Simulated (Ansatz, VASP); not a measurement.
NaWF3: VASP beside Ansatz

```
Na W F
1.0
     4.06373    0.00000    0.00000
     0.00000    4.06373    0.00000
     0.00000    0.00000    4.06373
Na W F
1 1 3
Direct
  0.50000 0.50000 0.50000
  0.00000 0.00000 0.00000
  0.00000 0.50000 0.50000
  0.50000 0.50000 0.00000
  0.50000 0.00000 0.50000
```

Change from the starting cell: species swapped into the Eu3InO type (Pm-3m, No. 221).

Alike in both runs: functional PBE; k mesh 10 × 10 × 10; occupations gaussian, width 0.1 eV; collinear spin.

Ansatz relaxed the structure, and its values are those at the end. VASP's run is a single point on that final structure, the one shown.

```csv
,VASP,Ansatz
version,VASP 6.6.1,Ansatz 0.2.0
potentials or method,"VASP PAW PBE potentials, release 64 (Na_pv, W_sv, F), cutoff 520 eV","scalar-relativistic, plane waves, PAW"
valence electrons in the cell,42,44
```

Ansatz gave:

| Quantity | Value |
| --- | --- |
| gap on the k mesh at the Fermi level (eV) | none |
| pressure (GPa) | 0.0 |
| net moment per atom (μB) | 0.80 |
| size of the moment on the site where the two differ most (μB) | 3.07 |

Task: Which values does VASP return?

Result: gap on the k mesh at the Fermi level (eV): none; pressure (GPa): 0.2; net moment per atom (μB): 0.80; size of the moment on the site where the two differ most (μB): 3.18.

Site moments also hang on the region over which each program counts them. A gap of «none» marks a metal or a gap that the smearing closes. VASP's potentials hold 42 valence electrons a cell and Ansatz's 44, so a difference there can come from the potentials and not from the codes.

Neither program's run includes spin-orbit coupling.
